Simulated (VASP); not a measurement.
# Li2P (P-6m2) in VASP: notebook, part 2 of 2

VASP 6.6.1.

**4. Relaxation of cell and atoms, PBE**

Contents of INCAR:

```
ALGO = Normal ; EDIFF = 1E-6
EDIFFG = -0.04 ; ENCUT = 600
GGA = PE ; IBRION = 2
ISIF = 3 ; ISMEAR = 0
LASPH = T ; LCHARG = F
LREAL = F ; LWAVE = F
NELM = 80 ; NSW = 90
PREC = Accurate ; SIGMA = 0.1
```

Contents of KPOINTS:

```
k-points
0
Gamma
  6 6 4
```

Contents of POSCAR:

```
Li2P
1.0
    4.2887969996      0.0000000000      0.0000000000
   -2.1443984998      3.7142071534      0.0000000000
    0.0000000000      0.0000000000      6.9645110486
Li P
4 2
Direct
    0.0000000000      0.0000000000      0.0000000000
    0.3333333333      0.6666666667      0.2195450965
    0.6666666667      0.3333333333      0.5000000000
    0.3333333333      0.6666666667      0.7804549035
    0.6666666667      0.3333333333      0.1635459717
    0.6666666667      0.3333333333      0.8364540283
```

Potentials or basis: VASP PAW PBE potentials, release 64 (Li_sv, P).

On the command line:

```
> cat potpaw_PBE.64/Li_sv/POTCAR potpaw_PBE.64/P/POTCAR > POTCAR
> mpirun -np 1 vasp_std > vasp.out
```

OUTCAR:

```text
EDIFF = 1E-6
   EDIFFG = -0.04
   ENCUT = 600
   GGA = PE
   IBRION = 2
   ISIF = 3
   ISMEAR = 0
   LASPH = T
   LREAL = F
   NELM = 80
   NSW = 90
   PREC = Accurate

 ion  position               nearest neighbor table
   1  0.000  0.000  0.000-   5 2.73   6 2.73   5 2.73   6 2.73   5 2.73   6 2.73
   2  0.333  0.667  0.220-   5 2.51   5 2.51   5 2.51
   3  0.667  0.333  0.500-   5 2.34   6 2.34
   4  0.333  0.667  0.780-   6 2.51   6 2.51   6 2.51
   5  0.667  0.333  0.164-   6 2.28   3 2.34   2 2.51   2 2.51   2 2.51   1 2.73   1 2.73   1 2.73

   6  0.667  0.333  0.836-   5 2.28   3 2.34   4 2.51   4 2.51   4 2.51   1 2.73   1 2.73   1 2.73

  LATTYP: Found a hexagonal cell.
 ALAT       =     4.2887969996
 C/A-ratio  =     1.6238845180

  Lattice vectors:

 A1 = (   4.2887969996,   0.0000000000,   0.0000000000)
 A2 = (  -2.1443984998,   3.7142071534,   0.0000000000)
 A3 = (   0.0000000000,   0.0000000000,   6.9645110486)

Analysis of symmetry for initial positions (statically):
=====================================================================
 Subroutine PRICEL returns:
 Original cell was already a primitive cell.

 Routine SETGRP: Setting up the symmetry group for a
 hexagonal supercell.

 Subroutine GETGRP returns: Found 12 space group operations
 (whereof 12 operations were pure point group operations)
 out of a pool of 24 trial point group operations.

The static configuration has the point symmetry D_3h.

Analysis of symmetry for dynamics (positions and initial velocities):
=====================================================================
 Subroutine PRICEL returns:
 Original cell was already a primitive cell.

 Routine SETGRP: Setting up the symmetry group for a
 hexagonal supercell.

 Subroutine GETGRP returns: Found 12 space group operations
 (whereof 12 operations were pure point group operations)
 out of a pool of 24 trial point group operations.

The dynamic configuration has the point symmetry D_3h.

[... 115 lines left out ...]
   EMIN   =  10.00;   EMAX   =-10.00  energy-range for DOS
   EFERMI =   0.00;   METHOD = LEGACY
   ISMEAR =     0;   SIGMA  =   0.10  broadening in eV -4-tet -1-fermi 0-gaus
   EFERMI_NEDOS =   21; number of points for ismear=-14 and -15
   IALGO  =     38    algorithm
   IMIX   =      4    mixing-type and parameters
     AMIX     =   0.40;   BMIX     =  1.00
     AMIX_MAG =   1.60;   BMIX_MAG =  1.00
  volume/ion in A,a.u.               =      18.49       124.78
  Fermi-wavevector in a.u.,A,eV,Ry     =   0.954666  1.804058 12.400186  0.911388
  Thomas-Fermi vector in A             =   2.083434
   LORBIT       =      0    0 simple, 1 ext, 2 COOP (PROOUT), +10 PAW based schemes
   GGA     = PE    functional components
   LHFCALC =     F    Hartree Fock is set to
   AEXX    =    0.0000 exact exchange contribution
   IVDW    =     0    specifies the selected vdW correction
   LEPSILON=     F    determine dielectric tensor
   LRPA    =     F    only Hartree local field effects (RPA)
 conjugate gradient relaxation of ions
 non-spin polarized calculation
 Gauss-broadening in eV      SIGMA  =   0.10
  energy-cutoff  :      600.00
  volume of cell :      110.94
 maximum number of plane-waves:      3748
 NGX is ok and might be reduce to    36
   NGX = 17   NGY = 17   NGZ = 27

--------------------------------------- Ionic step        1  -------------------------------------------

 number of electron      21.9999980 magnetization

 Free energy of the ion-electron system (eV)
  ---------------------------------------------------
  ext. energy  EPLUGINS =         0.00000000
  ---------------------------------------------------
  free energy    TOTEN  =       -20.94441463 eV

  energy without entropy =      -20.93921405  energy(sigma->0) =      -20.94181434

------------------------ aborting loop because EDIFF is reached ----------------------------------------

  FORCE on cell =-STRESS in cart. coord.  units (eV):
  Direction    XX          YY          ZZ          XY          YZ          ZX
  --------------------------------------------------------------------------------------
  -------------------------------------------------------------------------------------
  Total        0.1925607      0.1925607     -0.7555217      0.0000000      0.0000000      0.0000000
  in kB        2.7809041      2.7809041    -10.9110179      0.0000000      0.0000000      0.0000000
  external PRESSURE =      -1.7830699 kB  Pullay stress =       0.0000000 kB
[... 107 lines left out ...]
--------------------------------------- Ionic step        4  -------------------------------------------

 number of electron      21.9999981 magnetization

 Free energy of the ion-electron system (eV)
  ---------------------------------------------------
  ext. energy  EPLUGINS =         0.00000000
  ---------------------------------------------------
  free energy    TOTEN  =       -20.94825486 eV

  energy without entropy =      -20.94310179  energy(sigma->0) =      -20.94567832

 E-fermi :   2.7768     XC(G=0):  -7.8956

 val. band max:        2.7596875727   @ k =   0.1667   0.0000   0.0000
 cond. band min:       2.8545075797   @ k =   0.0000   0.0000   0.2500
 fundamental gap:      0.0948200070
 Fermi energy:         2.7767897303

 k-point     1 :       0.0000    0.0000    0.0000
  band No.  band energies     occupation
      1     -44.5707      2.00000
      2     -43.7451      2.00000
      3     -43.4151      2.00000
      4     -43.4120      2.00000
      5      -9.1299      2.00000
      6      -5.9482      2.00000
      7      -1.6845      2.00000
      8       0.4988      2.00000
      9       0.4988      2.00000
     10       2.9727      0.00560
     11       2.9727      0.00559
     12       4.1541      0.00000
     13       4.2584      0.00000
     14       4.5807      0.00000
[... 392 lines left out ...]
  FREE ENERGIE OF THE ION-ELECTRON SYSTEM (eV)
  ---------------------------------------------------
  free  energy   TOTEN  =       -20.9482548587 eV

  energy  without entropy=      -20.9431017870  energy(sigma->0) =      -20.94567832

 reached required accuracy - stopping structural energy minimisation
```

OSZICAR:

```text
N       E                     dE             d eps       ncg     rms          rms(c)
DAV:   1     0.110945721126E+03    0.11095E+03   -0.98224E+03   630   0.154E+03
DAV:   2    -0.530210654300E+01   -0.11625E+03   -0.11400E+03   791   0.319E+02
DAV:   3    -0.207240669649E+02   -0.15422E+02   -0.15368E+02  1211   0.714E+01
DAV:   4    -0.219719236412E+02   -0.12479E+01   -0.12470E+01   905   0.299E+01
[... 27 lines left out ...]
DAV:   1    -0.209485347281E+02   -0.94731E-03   -0.40387E-02   630   0.166E+00    0.118E-01
DAV:   2    -0.209483480254E+02    0.18670E-03   -0.16106E-03   826   0.330E-01    0.690E-02
DAV:   3    -0.209482547952E+02    0.93230E-04   -0.34528E-04   856   0.962E-02    0.247E-02
DAV:   4    -0.209482552799E+02   -0.48467E-06   -0.40626E-05   891   0.366E-02    0.136E-02
DAV:   5    -0.209482548587E+02    0.42115E-06   -0.44568E-06   942   0.132E-02
   4 F= -.20948255E+02 E0= -.20945678E+02  d E =-.668406E-03
```

It took 2.5 min on 1 thread of Intel Xeon Platinum 8375C at 2.90GHz (Ice Lake), shared host; peak memory 0.26 GiB.

Results:

| Quantity | Value |
| --- | --- |
| Free energy | -20.9483 eV |
| Relaxed volume | 18.44 Å³/atom |
| Relaxed cell | a = 4.300 Å, b = 4.300 Å, c = 6.909 Å, α = 90.00°, β = 90.00°, γ = 120.00° |
| Space group after relaxing (to 0.05 Å) | P-6m2 (No. 187) |
| Energy gained by relaxing | 0.6 meV/atom |
| Ionic steps | 4 |
| Pressure after relaxing | 0.0 GPa |
| Largest force after relaxing | 0.032 eV/Å |
| Band gap on the k mesh | zero (band 11 reaches 2.97 eV, above the bottom of band 12 at 2.64 eV) |

Forces on the atoms (eV/Å):
```
Li   0.000  0.000  0.000
Li   0.000  0.000  0.014
Li   0.000  0.000  0.000
Li   0.000  0.000 -0.014
P    0.000  0.000  0.032
P    0.000  0.000 -0.032
```

The path:
| step | energy change (eV) | largest force (eV/Å) | pressure (GPa) | volume (Å³) |
| --- | --- | --- | --- | --- |
| 1 | 0.0000 | 0.0924 | -0.18 | 110.94 |
| 2 | -0.0032 | 0.0803 | 0.05 | 110.61 |
| 3 | -0.0032 | 0.0868 | 0.06 | 110.60 |
| 4 | -0.0038 | 0.0319 | 0.02 | 110.65 |

Final structure:
```cif
data_structure
_symmetry_space_group_name_H-M 'P 1'
_symmetry_Int_Tables_number 1
_cell_length_a 4.3002
_cell_length_b 4.3002
_cell_length_c 6.9095
_cell_angle_alpha 90.000
_cell_angle_beta 90.000
_cell_angle_gamma 120.000
_cell_volume 110.65
loop_
_atom_site_label
_atom_site_type_symbol
_atom_site_fract_x
_atom_site_fract_y
_atom_site_fract_z
_atom_site_occupancy
Li1 Li 0.00000 0.00000 0.00000 1
Li2 Li 0.33333 0.66667 0.21953 1
Li3 Li 0.66667 0.33333 0.50000 1
Li4 Li 0.33333 0.66667 0.78047 1
P1 P 0.66667 0.33333 0.16339 1
P2 P 0.66667 0.33333 0.83661 1
```

Caveat: the cutoff is under 1.25 times the usual one of these potentials, so pressure, stress and relaxed cells hold a basis-set (Pulay) error.

**5. The runs side by side**

| task | cell | k mesh | cutoff (eV) | gap on the mesh (eV) | pressure (GPa) | relaxed volume (Å³/atom) | largest force (eV/Å) |
| --- | --- | --- | --- | --- | --- | --- | --- |
| single point | a = 4.307, b = 4.307, c = 6.917 Å, angles 90.0, 90.0, 120.0°, 6 atoms | 6 × 6 × 4 | 520 | none | - | - | 0.08 |
| relaxation of cell and atoms | relaxed from a = 3.525, b = 3.525, c = 10.079 Å, angles 90.0, 90.0, 120.0°, 6 atoms | 6 × 6 × 2 | 600 | none | 0.0 | 18.12 | 0.04 |
| relaxation of cell and atoms | relaxed from a = 4.289, b = 4.289, c = 6.965 Å, angles 90.0, 90.0, 120.0°, 6 atoms | 6 × 6 × 4 | 600 | none | 0.0 | 18.44 | 0.03 |

Alike in all rows: level PBE; potentials or basis VASP PAW PBE potentials, release 64 (Li_sv, P); no spin polarisation; smearing gaussian 0.1 eV.

Caveats: the cutoff is under 1.25 times the usual one of these potentials, so pressure, stress and relaxed cells hold a basis-set (Pulay) error.

Total energies depend on the potentials used, so only differences within one code and one set of settings carry meaning.
